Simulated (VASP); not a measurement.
Input of a VASP 6.6.1 run:

The input POSCAR:

```
HfO2
1.0
    0.0000000000      2.4659319631      2.5291609878
    2.4659319631      0.0000000000      2.5291609878
    2.4659319631      2.4659319631      0.0000000000
Hf O
1 2
Direct
    0.0000000000      0.0000000000      0.0000000000
    0.2500000000      0.2500000000      0.2500000000
    0.7500000000      0.7500000000      0.7500000000
```

INCAR.step1

```
PREC     = Accurate       # precision mode
ENCUT    = 520            # plane-wave cutoff, eV
ISMEAR   = 0              # smearing method
SIGMA    = 0.05           # smearing width, eV
LREAL    = False          # projectors in reciprocal space
LASPH    = True           # aspherical terms in the spheres
NELM     = 60             # most SCF steps
NBANDS   = 18             # bands
GGA      = PE             # functional
ALGO     = Normal         # electronic algorithm
EDIFF    = 1E-4           # SCF threshold, eV
LWAVE    = True           # write WAVECAR
LCHARG   = False          # write CHGCAR
```

The input INCAR.step2:

```
PREC     = Accurate       # precision mode
ENCUT    = 520            # plane-wave cutoff, eV
EDIFF    = 1E-6           # SCF threshold, eV
ISMEAR   = 0              # smearing method
SIGMA    = 0.05           # smearing width, eV
LREAL    = False          # projectors in reciprocal space
LASPH    = True           # aspherical terms in the spheres
NELM     = 60             # most SCF steps
ALGO     = Normal         # electronic algorithm
ISIF     = 2              # what is computed and relaxed
LWAVE    = False          # write WAVECAR
LCHARG   = False          # write CHGCAR
METAGGA  = R2SCAN         # meta-GGA
LMIXTAU  = True         
NBANDS   = 18             # bands
ISTART   = 1
```

File KPOINTS:

```
regular mesh
0
Gamma
  8 8 8
```

Potentials or basis: VASP PAW PBE potentials, release 64 (Hf_pv, O).

The run is started by

```console
$ cat potpaw_PBE.64/Hf_pv/POTCAR potpaw_PBE.64/O/POTCAR > POTCAR
$ cp INCAR.step1 INCAR
$ mpirun -np 1 vasp_std > vasp.out
$ cp INCAR.step2 INCAR
$ mpirun -np 1 vasp_std > vasp.out
```

**Question.** Predict the band gap on the k mesh.

**Answer.** 4.27 eV, indirect (least direct gap 4.33 eV).

**Question.** What does it give for the pressure?

**Answer.** 10.8 GPa.

Stress tensor (GPa, compression positive):
```
15.36  0.00  0.00
 0.00 15.36  0.00
 0.00  0.00  1.80
```

Caveat: the cell differs from its parent crystal (strain -0.025 along x and y, +0.000 along z); the PAW data sets were made with another functional, which shifts forces and pressure a little; spin-orbit coupling is left out, which moves the levels of the heavy elements. A k mesh can miss the band edges.
